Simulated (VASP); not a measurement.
# Sn3Se (Pm-3m) in VASP: notebook

The runs below take Sn3Se through single point, with r2SCAN.

Program: VASP 6.6.1. These are calculated values, not measurements. Logs are shortened: lines on timing, memory, paths and dates and some standing lists are left out, and cuts for length are marked.

### 1 The cell of the first run

Symmetry: Pm-3m, No. 221, cubic system. The conventional cell has a = 4.773 Å, b = 4.773 Å, c = 4.773 Å, α = 90.00°, β = 90.00°, γ = 90.00°. Sn (site symmetry 4/mmm) has 8 Sn at 3.38 Å and 4 Se at 3.38 Å within 4.4 Å. Se (site symmetry m-3m) has 12 Sn at 3.38 Å within 4.4 Å.

### 2 Single point, r2SCAN

File POSCAR:

```
Sn3Se
1.0
    4.7732830874      0.0000000000      0.0000000000
    0.0000000000      4.7732830874      0.0000000000
    0.0000000000      0.0000000000      4.7732830874
Sn Se
3 1
Direct
    0.5000000000      0.5000000000      0.0000000000
    0.5000000000      0.0000000000      0.5000000000
    0.0000000000      0.5000000000      0.5000000000
    0.0000000000      0.0000000000      0.0000000000
```

File INCAR.step1:

```
PREC = Accurate ; ENCUT = 520
ISMEAR = -1 ; SIGMA = 0.05
LREAL = F ; LASPH = T
NELM = 80 ; NBANDS = 32
GGA = PE ; ALGO = Normal
EDIFF = 1E-4 ; LWAVE = T
LCHARG = F
```

File INCAR.step2:

```
PREC = Accurate ; ENCUT = 520
EDIFF = 1E-6 ; ISMEAR = -1
SIGMA = 0.05 ; LREAL = F
LASPH = T ; NELM = 80
ALGO = Normal ; ISIF = 2
LWAVE = F ; LCHARG = F
METAGGA = R2SCAN ; LMIXTAU = T
NBANDS = 32 ; ISTART = 1
```

File KPOINTS:

```
Automatic mesh
0
Gamma
  6 6 6
```

Potentials or basis: VASP PAW PBE potentials, release 64 (Sn_d, Se).

Started as:

```
> cat potpaw_PBE.64/Sn_d/POTCAR potpaw_PBE.64/Se/POTCAR > POTCAR
> cp INCAR.step1 INCAR
> mpirun -np 1 vasp_std > vasp.out
> cp INCAR.step2 INCAR
> mpirun -np 1 vasp_std > vasp.out
```

OUTCAR:

```text
PREC = Accurate
   ENCUT = 520
   EDIFF = 1E-6
   ISMEAR = -1
   LREAL = F
   LASPH = T
   NELM = 80
   ISIF = 2
   METAGGA = R2SCAN
   ISTART = 1

 ion  position               nearest neighbor table
   1  0.500  0.500  0.000-   2 3.38   3 3.38   2 3.38   3 3.38   2 3.38   2 3.38   3 3.38   3 3.38

   2  0.500  0.000  0.500-   1 3.38   3 3.38   1 3.38   1 3.38   3 3.38   1 3.38   3 3.38   3 3.38

   3  0.000  0.500  0.500-   1 3.38   2 3.38   1 3.38   2 3.38   1 3.38   2 3.38   1 3.38   2 3.38

   4  0.000  0.000  0.000-

  LATTYP: Found a simple cubic cell.
 ALAT       =     4.7732830874

  Lattice vectors:

 A1 = (   4.7732830874,   0.0000000000,   0.0000000000)
 A2 = (   0.0000000000,   4.7732830874,   0.0000000000)
 A3 = (   0.0000000000,   0.0000000000,   4.7732830874)

Analysis of symmetry for initial positions (statically):
=====================================================================
 Subroutine PRICEL returns:
 Original cell was already a primitive cell.

 Routine SETGRP: Setting up the symmetry group for a
 simple cubic supercell.

 Subroutine GETGRP returns: Found 48 space group operations
 (whereof 48 operations were pure point group operations)
 out of a pool of 48 trial point group operations.

The static configuration has the point symmetry O_h .

Analysis of symmetry for dynamics (positions and initial velocities):
=====================================================================
 Subroutine PRICEL returns:
 Original cell was already a primitive cell.

 Routine SETGRP: Setting up the symmetry group for a
 simple cubic supercell.

 Subroutine GETGRP returns: Found 48 space group operations
 (whereof 48 operations were pure point group operations)
 out of a pool of 48 trial point group operations.

The dynamic configuration has the point symmetry O_h .

 Subroutine INISYM returns: Found 48 space group operations
 (whereof 48 operations are pure point group operations),
 and found     1 'primitive' translations

----------------------------------------------------------------------------------------

                                     Primitive cell

  volume of cell :     108.7556

  direct lattice vectors                    reciprocal lattice vectors
     4.773283087  0.000000000  0.000000000     0.209499412  0.000000000  0.000000000
     0.000000000  4.773283087  0.000000000     0.000000000  0.209499412  0.000000000
     0.000000000  0.000000000  4.773283087     0.000000000  0.000000000  0.209499412

  length of vectors
     4.773283087  4.773283087  4.773283087     0.209499412  0.209499412  0.209499412

  position of ions in fractional coordinates (direct lattice)
     0.500000000  0.500000000  0.000000000
     0.500000000  0.000000000  0.500000000
     0.000000000  0.500000000  0.500000000
     0.000000000  0.000000000  0.000000000

  ion indices of the primitive-cell ions
   primitive index   ion index
                 1           1
                 2           2
                 3           3
                 4           4

----------------------------------------------------------------------------------------

 KPOINTS: Automatic mesh

Automatic generation of k-mesh.
 Grid dimensions read from file:
 generate k-points for:    6    6    6

 Generating k-lattice:

  Cartesian coordinates                     Fractional coordinates (reciprocal lattice)
     0.034916569  0.000000000  0.000000000     0.166666667  0.000000000  0.000000000
     0.000000000  0.034916569  0.000000000     0.000000000  0.166666667  0.000000000
     0.000000000  0.000000000  0.034916569     0.000000000  0.000000000  0.166666667

  Length of vectors
     0.034916569  0.034916569  0.034916569

  Shift w.r.t. Gamma in fractional coordinates (k-lattice)
     0.000000000  0.000000000  0.000000000

 Subroutine IBZKPT returns following result:
 ===========================================

 Found     20 irreducible k-points:

 Following reciprocal coordinates:
            Coordinates               Weight
  0.000000  0.000000  0.000000      1.000000
  0.166667  0.000000  0.000000      6.000000
  0.333333  0.000000  0.000000      6.000000
  0.500000  0.000000  0.000000      3.000000
  0.166667  0.166667  0.000000     12.000000
  0.333333  0.166667  0.000000     24.000000
[... 12 lines left out ...]
  0.500000  0.500000  0.333333      6.000000
  0.500000  0.500000  0.500000      1.000000
   k-points           NKPTS =     20   k-points in BZ     NKDIM =     20   number of bands    NBANDS=     32
   number of dos      NEDOS =    301   number of ions     NIONS =      4
   total plane-waves  NPLWV =  46656
   dimension x,y,z NGX =    36 NGY =   36 NGZ =   36
   dimension x,y,z NGXF=    72 NGYF=   72 NGZF=   72
   ions per type =               3   1
   NGX,Y,Z   is equivalent  to a cutoff of  12.54, 12.54, 12.54 a.u.
   NGXF,Y,Z  is equivalent  to a cutoff of  25.08, 25.08, 25.08 a.u.
 SYSTEM =  unknown system
   PREC   = accura    normal or accurate (medium, high low for compatibility)
   ISTART =      1    job   : 0-new  1-cont  2-samecut
   ICHARG =      0    charge: 1-file 2-atom 10-const
   ISPIN  =      1    spin polarized calculation?
   LNONCOLLINEAR =      F non collinear calculations
   LSORBIT =      F    spin-orbit coupling
   LASPH  =      T    aspherical Exc in radial PAW
   ENCUT  =  520.0 eV  38.22 Ry    6.18 a.u.   8.88  8.88  8.88*2*pi/ulx,y,z
   NELM   =     80;   NELMIN=  2; NELMDL=  0     # of ELM steps
   EDIFF  = 0.1E-05   stopping-criterion for ELM
   LREAL  =      F    real-space projection
   EDIFFG = 0.1E-04   stopping-criterion for IOM
   NSW    =      0    number of steps for IOM
   IBRION =     -1    ionic relax: 0-MD 1-quasi-New 2-CG
   NFREE  =      0    steps in history (QN), initial steepest desc. (CG)
   ISIF   =      2    stress and relaxation
   ISYM   =      2    0-nonsym 1-usesym 2-fastsym
   POTIM  = 0.5000    time-step for ionic-motion
   TEBEG  =    0.0;   TEEND  =   0.0 temperature during run
   PSTRESS=    0.0 pullay stress
   NELECT =      48.0000    total number of electrons
   NUPDOWN=      -1.0000    fix difference up-down
   EMIN   =  10.00;   EMAX   =-10.00  energy-range for DOS
   EFERMI =   0.00;   METHOD = LEGACY
   ISMEAR =    -1;   SIGMA  =   0.05  broadening in eV -4-tet -1-fermi 0-gaus
   EFERMI_NEDOS =   21; number of points for ismear=-14 and -15
   IALGO  =     38    algorithm
   IMIX   =      4    mixing-type and parameters
     AMIX     =   0.40;   BMIX     =  1.00
     AMIX_MAG =   1.60;   BMIX_MAG =  1.00
  volume/ion in A,a.u.               =      27.19       183.48
  Fermi-wavevector in a.u.,A,eV,Ry     =   1.246440  2.355430 21.138184  1.553613
  Thomas-Fermi vector in A             =   2.380617
   LORBIT       =      0    0 simple, 1 ext, 2 COOP (PROOUT), +10 PAW based schemes
   METAGGA = R2SCAN    functional components
   LHFCALC =     F    Hartree Fock is set to
   AEXX    =    0.0000 exact exchange contribution
   IVDW    =     0    specifies the selected vdW correction
   LEPSILON=     F    determine dielectric tensor
   LRPA    =     F    only Hartree local field effects (RPA)
 non-spin polarized calculation
  energy-cutoff  :      520.00
  volume of cell :      108.76
 maximum number of plane-waves:      3016
 NGX is ok and might be reduce to    36
   NGX = 17   NGY = 17   NGZ = 17

 number of electron      48.0000032 magnetization

 Free energy of the ion-electron system (eV)
  ---------------------------------------------------
  ext. energy  EPLUGINS =         0.00000000
  ---------------------------------------------------
  free energy    TOTEN  =       -87.72274500 eV

  energy without entropy =      -87.70424749  energy(sigma->0) =      -87.71349624

 E-fermi :   6.9659     XC(G=0): -10.8059

 val. band max:        6.8065829688   @ k =   0.0000   0.0000   0.0000
 cond. band min:       6.9789285165   @ k =   0.5000   0.5000   0.0000
 fundamental gap:      0.1723455476
 Fermi energy:         6.9658904285

 k-point     1 :       0.0000    0.0000    0.0000
  band No.  band energies     occupation
      1     -15.5763      2.00000
      2     -15.5763      2.00000
      3     -15.5763      2.00000
      4     -15.5656      2.00000
      5     -15.5656      2.00000
      6     -15.5125      2.00000
[... 24 lines left out ...]
     31      12.8930      0.00000
     32      12.9325      0.00000

 k-point     2 :       0.1667    0.0000    0.0000
  band No.  band energies     occupation
      1     -15.5731      2.00000
      2     -15.5647      2.00000
      3     -15.5628      2.00000
      4     -15.5628      2.00000
      5     -15.5576      2.00000
      6     -15.5030      2.00000
[... 24 lines left out ...]
     31      12.8529      0.00000
     32      12.8529      0.00000

 k-point     3 :       0.3333    0.0000    0.0000
  band No.  band energies     occupation
      1     -15.5656      2.00000
      2     -15.5629      2.00000
      3     -15.5372      2.00000
      4     -15.5312      2.00000
      5     -15.5312      2.00000
      6     -15.5012      2.00000
[... 24 lines left out ...]
     31      11.7269      0.00000
     32      13.5355      0.00000

 k-point     4 :       0.5000    0.0000    0.0000
  band No.  band energies     occupation
      1     -15.5620      2.00000
      2     -15.5612      2.00000
      3     -15.5215      2.00000
      4     -15.5158      2.00000
      5     -15.5158      2.00000
      6     -15.5056      2.00000
[... 514 lines left out ...]
     31      12.4296      0.00000
     32      15.4712      0.00000

 k-point    19 :       0.5000    0.5000    0.3333
  band No.  band energies     occupation
      1     -15.5660      2.00000
      2     -15.5550      2.00000
      3     -15.5550      2.00000
      4     -15.5490      2.00000
      5     -15.4983      2.00000
      6     -15.4971      2.00000
[... 24 lines left out ...]
     31      13.0896      0.00000
     32      15.0517      0.00000

 k-point    20 :       0.5000    0.5000    0.5000
  band No.  band energies     occupation
      1     -15.5724      2.00000
      2     -15.5575      2.00000
      3     -15.5575      2.00000
      4     -15.5575      2.00000
      5     -15.5037      2.00000
      6     -15.5037      2.00000
[... 24 lines left out ...]
     31      13.2751      0.00000
     32      14.3913      0.00000

------------------------ aborting loop because EDIFF is reached ----------------------------------------

  FORCE on cell =-STRESS in cart. coord.  units (eV):
  Direction    XX          YY          ZZ          XY          YZ          ZX
  --------------------------------------------------------------------------------------
  -------------------------------------------------------------------------------------
  Total       -0.9982016     -0.9982016     -0.9982016      0.0000000     -0.0000000      0.0000000
  in kB      -14.7054146    -14.7054146    -14.7054146      0.0000000     -0.0000000      0.0000000
  external PRESSURE =     -14.7054146 kB  Pullay stress =       0.0000000 kB

 VOLUME and BASIS-vectors are now :
 -----------------------------------------------------------------------------
  energy-cutoff  :      520.00
  volume of cell :      108.76
      direct lattice vectors                 reciprocal lattice vectors
     4.773283087  0.000000000  0.000000000     0.209499412  0.000000000  0.000000000
     0.000000000  4.773283087  0.000000000     0.000000000  0.209499412  0.000000000
     0.000000000  0.000000000  4.773283087     0.000000000  0.000000000  0.209499412

 POSITION                                       TOTAL-FORCE (eV/Angst)
 -----------------------------------------------------------------------------------
      2.38664      2.38664      0.00000         0.000000      0.000000      0.000000
      2.38664      0.00000      2.38664         0.000000      0.000000      0.000000
      0.00000      2.38664      2.38664         0.000000      0.000000      0.000000
      0.00000      0.00000      0.00000         0.000000      0.000000      0.000000
 -----------------------------------------------------------------------------------
    total drift:                                0.000000      0.000000      0.000000

  FREE ENERGIE OF THE ION-ELECTRON SYSTEM (eV)
  ---------------------------------------------------
  free  energy   TOTEN  =       -87.7227449968 eV

  energy  without entropy=      -87.7042474888  energy(sigma->0) =      -87.71349624
```

Wall time 4.1 min (1 thread of AMD EPYC 7R13, shared host); peak memory 0.22 GiB.

What came out:

* Free energy: -87.7227 eV
* Pressure: -1.5 GPa
* Band gap on the k mesh: zero (band 24 reaches 8.91 eV, above the bottom of band 25 at 6.54 eV)

Levels at points of the mesh, in eV from the Fermi level:
| k point | band 21 | band 22 | band 23 | band 24 | band 25 | band 26 | band 27 | band 28 |
| --- | --- | --- | --- | --- | --- | --- | --- | --- |
| (0.00, 0.00, 0.00) | -4.49 | -4.49 | -0.16 | -0.16 | -0.16 | 2.38 | 2.38 | 2.38 |
| (0.50, 0.00, 0.00) | -3.39 | -1.98 | -1.88 | -1.88 | 0.02 | 1.96 | 2.21 | 2.21 |
| (0.50, 0.50, 0.00) | -2.33 | -2.13 | -2.13 | -0.64 | 0.01 | 0.12 | 0.12 | 3.24 |
| (0.50, 0.50, 0.50) | -5.36 | -5.36 | -4.92 | 1.95 | 1.95 | 1.95 | 6.03 | 6.03 |

Caveat: the PAW data sets were made with another functional, which shifts forces and pressure a little; spin-orbit coupling is left out, which moves the levels of the heavy elements.

### 3 Single point, r2SCAN

This run uses another cell than the first one, of 27.72 Å³/atom, 1.020 times its volume.

File POSCAR:

```
Sn3Se
1.0
    4.8042793006      0.0000000000      0.0000000000
    0.0000000000      4.8042793006      0.0000000000
    0.0000000000      0.0000000000      4.8042793006
Sn Se
3 1
Direct
    0.5000000000      0.5000000000      0.0000000000
    0.5000000000      0.0000000000      0.5000000000
    0.0000000000      0.5000000000      0.5000000000
    0.0000000000      0.0000000000      0.0000000000
```

File INCAR.step1:

```
SYSTEM = Sn3Se
  PREC = Accurate
  ENCUT = 520
  ISMEAR = -1
  SIGMA = 0.05
  LREAL = .False.
  LASPH = .True.
  NELM = 100
  NBANDS = 32
  GGA = PE
  ALGO = Normal
  EDIFF = 1E-4
  LWAVE = .True.
  LCHARG = .False.
```

File INCAR.step2:

```
SYSTEM = Sn3Se
  PREC = Accurate
  ENCUT = 520
  EDIFF = 1E-6
  ISMEAR = -1
  SIGMA = 0.05
  LREAL = .False.
  LASPH = .True.
  NELM = 100
  ALGO = Normal
  ISIF = 2
  LWAVE = .False.
  LCHARG = .True.
  METAGGA = R2SCAN
  LMIXTAU = .True.
  LELF = .True.
  LVHAR = .True.
  NBANDS = 32
  ISTART = 1
```

File KPOINTS:

```
regular mesh
0
Gamma
  6 6 6
  0 0 0
```

Potentials or basis: VASP PAW PBE potentials, release 64 (Sn_d, Se).

Started as:

```
> cat potpaw_PBE.64/Sn_d/POTCAR potpaw_PBE.64/Se/POTCAR > POTCAR
> cp INCAR.step1 INCAR
> mpirun -np 1 vasp_std > vasp.out
> cp INCAR.step2 INCAR
> mpirun -np 1 vasp_std > vasp.out
```

Run time: 4.2 min. Hardware: 1 thread of AMD EPYC 7R13, shared host; peak memory 0.22 GiB.

The run converged. Its results:

```yaml
Free_energy: -87.6986 eV
Pressure: -2.3 GPa
Band_gap_on_the_k_mesh: zero (band 24 reaches 8.64 eV, above the bottom of band 25 at 6.34 eV)
```

Levels at points of the mesh, in eV from the Fermi level:
```tsv
k point	band 20	band 21	band 22	band 23	band 24	band 25	band 26	band 27	band 28	band 29
(0.00, 0.00, 0.00)	-4.39	-4.39	-4.39	-0.16	-0.16	-0.16	2.34	2.34	2.34	4.70
(0.50, 0.00, 0.00)	-3.32	-3.32	-1.95	-1.83	-1.83	0.06	1.88	2.17	2.17	2.21
(0.50, 0.50, 0.00)	-2.66	-2.29	-2.13	-2.13	-0.67	0.02	0.14	0.14	3.17	3.17
(0.50, 0.50, 0.50)	-5.24	-5.24	-5.24	-4.82	1.89	1.89	1.89	5.90	5.90	6.17
```

Caveat: the PAW data sets were made with another functional, which shifts forces and pressure a little; spin-orbit coupling is left out, which moves the levels of the heavy elements.

[end of part 1 of 2]
